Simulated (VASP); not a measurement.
## Ge3N: single point with PBE

Ge3N:

```xyz
4
Lattice="2.6120 1.5080 3.3702 -2.6120 1.5080 3.3702 0.0000 -3.0161 3.3702" Properties=species:S:1:pos:R:3 pbc="T T T"
Ge    0.0000    1.5080    3.3702
Ge   -1.3060   -0.7540    3.3702
Ge    1.3060   -0.7540    3.3702
N     0.0000    0.0000    5.0553
```

The cell was built from a structure type or drawn by symmetry, and may not be a known phase.

```json
{"Program": "VASP 6.6.1", "Task": "single point", "Functional": "PBE", "Potentials or basis": "VASP PAW PBE potentials, release 64 (Ge_d, N)", "Cutoff": "520 eV", "k mesh": "6 × 6 × 6", "Occupations": "gaussian, width 0.1 eV", "Spin": "no spin polarisation"}
```

```
Pressure               : 0.1 GPa
Band gap on the k mesh : zero (an odd number of electrons rules out a gap without spin polarisation)
```

Levels at points of the mesh, in eV from the Fermi level:
| k point | band 21 | band 22 | band 23 | band 24 | band 25 | band 26 |
| --- | --- | --- | --- | --- | --- | --- |
| (0.00, 0.00, 0.00) | -4.45 | -4.45 | -1.74 | -0.27 | -0.27 | 3.67 |
| (0.50, 0.00, 0.00) | -4.05 | -1.19 | -0.29 | 1.63 | 1.91 | 2.28 |
| (0.50, 0.50, 0.00) | -3.48 | -0.46 | 0.32 | 1.71 | 1.72 | 2.22 |
| (0.50, 0.50, 0.50) | -2.22 | -2.22 | -0.67 | 0.67 | 0.67 | 0.99 |

Wall time 36 s on 1 thread of Intel(R) Xeon(R) 6975P-C (Granite Rapids) (shared host), peak memory 0.23 GiB.
